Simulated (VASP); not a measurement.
Si3Sn:

```
Si Sn
1.0
     4.06496    0.00000    0.00000
     0.00000    4.06496    0.00000
     0.00000    0.00000    5.78354
Si Sn
3 1
Cartesian
  2.0325 0.0000 4.4846
  2.0325 2.0325 0.0000
  0.0000 2.0325 1.2989
  0.0000 0.0000 2.8918
```

| Item | Value |
| --- | --- |
| Program | VASP 6.6.1 |
| Task | relaxation of cell and atoms |
| Functional | r2SCAN |
| Potentials or basis | VASP PAW PBE potentials, release 64 (Si, Sn_d) |
| Cutoff | 600 eV |
| k mesh | 6 × 6 × 4 |
| Occupations | fermi-dirac, width 0.02 eV |
| Spin | no spin polarisation |

At the start: pressure -1.6 GPa; volume 23.89 Å³/atom.

Problem. How do energy, volume and symmetry change on relaxing?

Solution. Over 7 steps the energy falls by 2.7 meV/atom and the volume is 23.39 Å³/atom (-2.1 %); space group P-4m2 (No. 115, to 0.05 Å).

Step by step:
| step | energy change (eV) | largest force (eV/Å) | pressure (GPa) | volume (Å³) |
| --- | --- | --- | --- | --- |
| 1 | 0.0000 | 0.0846 | -1.63 | 95.57 |
| 2 | -0.0064 | 0.0166 | 1.13 | 92.25 |
| 3 | -0.0109 | 0.0242 | 0.01 | 93.52 |
| 4 | -0.0109 | 0.0255 | -0.02 | 93.56 |
| 5 | -0.0109 | 0.0101 | -0.03 | 93.57 |
| 6 | -0.0109 | 0.0016 | -0.03 | 93.57 |
| 7 | -0.0109 | 0.0002 | -0.03 | 93.57 |

Final structure:
```
Si Sn
1.0
     4.03560    0.00000    0.00000
     0.00000    4.03560    0.00000
     0.00000    0.00000    5.74567
Si Sn
3 1
Direct
  0.50000 0.00000 0.77469
  0.50000 0.50000 0.00000
  0.00000 0.50000 0.22531
  0.00000 0.00000 0.50000
```

Caveat: the PAW data sets were made with another functional, which shifts forces and pressure a little.
